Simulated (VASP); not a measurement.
## Sb: single point with PBE+D3(BJ)

The system is Sb.

```
Sb
1.0
     4.52770    0.00000    0.00000
     0.00000    4.42110    0.00000
    -1.32052    0.00000    6.36435
Sb
4
Direct
  0.68989 0.75000 0.29135
  0.17798 0.25000 0.25139
  0.82202 0.75000 0.74861
  0.31011 0.25000 0.70865
```

| Quantity | Value |
| --- | --- |
| Program | VASP 6.6.1 |
| Task | single point |
| Functional | PBE |
| Dispersion | D3(BJ) |
| Potentials or basis | VASP PAW PBE potentials, release 64 (Sb) |
| Cutoff | 520 eV |
| k mesh | 10 × 10 × 8 |
| Occupations | gaussian, width 0.1 eV |
| Spin | no spin polarisation |
| Dipole correction | no |
| Further INCAR settings | ALGO = Normal; EDIFF = 1e-07; NBANDS = 18 |

```
Pressure                   : -3.8 GPa
Largest force              : 0.021 eV/Å
Band gap on the k mesh     : zero (band 10 reaches 6.58 eV, above the bottom of band 11 at 5.99 eV)
Dispersion energy per atom : -0.447 eV
```

Forces on the atoms (eV/Å):
```
Sb   0.001  0.000 -0.020
Sb   0.000  0.000 -0.021
Sb   0.000  0.000  0.021
Sb  -0.001  0.000  0.020
```

Stress tensor (GPa, compression positive):
```
-4.86  0.00  0.36
 0.00 -3.57  0.00
 0.36  0.00 -2.82
```

Levels at points of the mesh, in eV from the Fermi level:
```tsv
k point	band 6	band 7	band 8	band 9	band 10	band 11	band 12	band 13	band 14	band 15
(0.00, 0.00, 0.00)	-3.18	-3.15	-2.10	-1.26	-0.48	2.57	3.07	3.24	3.43	3.61
(0.50, 0.00, 0.00)	-3.15	-1.16	-1.06	-0.75	-0.67	0.57	0.73	1.18	1.39	3.36
(0.00, 0.50, 0.00)	-3.43	-1.11	-1.11	-0.81	-0.81	0.21	0.21	0.81	0.81	4.33
(0.50, 0.50, 0.00)	-5.10	-3.62	-3.62	-2.38	-2.38	2.04	2.04	4.88	4.88	5.05
(0.00, 0.00, 0.50)	-2.76	-2.45	-1.98	-1.90	-1.09	0.51	2.82	3.12	3.24	3.35
(0.50, 0.00, 0.50)	-1.77	-0.92	-0.83	-0.57	-0.49	0.14	0.31	0.75	0.93	1.42
(0.00, 0.50, 0.50)	-1.27	-1.19	-1.19	-0.92	-0.92	0.41	0.41	0.71	0.71	1.01
(0.50, 0.50, 0.50)	-4.83	-3.92	-3.92	-1.05	-1.05	1.32	1.32	4.76	4.76	4.87
```

Run time: 2.4 min on 1 thread of Intel(R) Xeon(R) 6975P-C (Granite Rapids), with other jobs on the host, peak memory 0.57 GiB.

Caveat: spin-orbit coupling is left out, which moves the levels of the heavy elements; pairwise dispersion overbinds metals, which lowers pressure and volume.
